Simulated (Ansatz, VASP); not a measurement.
**One calculation of Ge, two programs**

The input POSCAR:

```
Ge
1.0
    1.4979078673     -2.6118734857      0.0000000000
    1.4979078673      2.6118734857      0.0000000000
    0.0000000000      0.0000000000      4.7589052838
Ge
2
Direct
    0.3334466300      0.6665533700      0.2500000000
    0.6665533700      0.3334466300      0.7500000000
```

INCAR.step1

```
SYSTEM = Ge
ALGO = Normal
EDIFF = 1E-4
ENCUT = 520
GGA = PE
ISMEAR = -1
LASPH = .TRUE.
LCHARG = .FALSE.
LREAL = .FALSE.
LWAVE = .TRUE.
NBANDS = 21
NELM = 80
PREC = Accurate
SIGMA = 0.05
```

File INCAR.step2:

```
SYSTEM = Ge
ALGO = Normal
EDIFF = 1E-6
ENCUT = 520
ISIF = 2
ISMEAR = -1
ISTART = 1
LASPH = .TRUE.
LCHARG = .FALSE.
LMIXTAU = .TRUE.
LREAL = .FALSE.
LWAVE = .FALSE.
METAGGA = R2SCAN
NBANDS = 21
NELM = 80
PREC = Accurate
SIGMA = 0.05
```

Contents of KPOINTS:

```
k-points
0
G
  10 10 6
  0 0 0
```

The input input.yaml:

```yaml
crystal:
  lattice:
    - [1.4979078673, -2.6118734857, 0.0]
    - [1.4979078673, 2.6118734857, 0.0]
    - [0.0, 0.0, 4.7589052838]
  atoms:
    - { symbol: Ge, position: [0.33344663, 0.66655337, 0.25] }
    - { symbol: Ge, position: [0.66655337, 0.33344663, 0.75] }
hamiltonian:
  xc: r2scan
  pseudopotentials: { kind: paw }
kpoints:
  mp_grid: { grid: [10, 10, 6] }
scf:
  occupations: { method: fermi_dirac, width: 0.05 }
output:
  forces: true
  stress: true
  eigenvalues: true
```

Alike in both runs: task single point; functional r2SCAN; k mesh 10 × 10 × 6; occupations fermi-dirac, width 0.05 eV; no spin polarisation.

|  | VASP | Ansatz |
| --- | --- | --- |
| version | VASP 6.6.1 | Ansatz 0.2.0 |
| potentials or method | VASP PAW PBE potentials, release 64 (Ge_d) | Ansatz PAW |
| plane-wave cutoff (eV) | 520 | 500 |
| valence electrons in the cell | 28 | 28 |

|  | VASP | Ansatz | Ansatz less VASP |
| --- | --- | --- | --- |
| gap on the k mesh at the Fermi level (eV) | none | none | - |
| pressure (GPa) | 0.5 | 0.6 | +0.13 |
| traceless stress, the component that is largest in VASP (GPa) | 1.77 | 1.75 | -0.011 |

VASP's potentials were made for PBE, not for r2SCAN. A gap of «none» marks a metal or a gap that the smearing closes. The functional is the same, so the differences come from potentials, cutoffs and numerics.
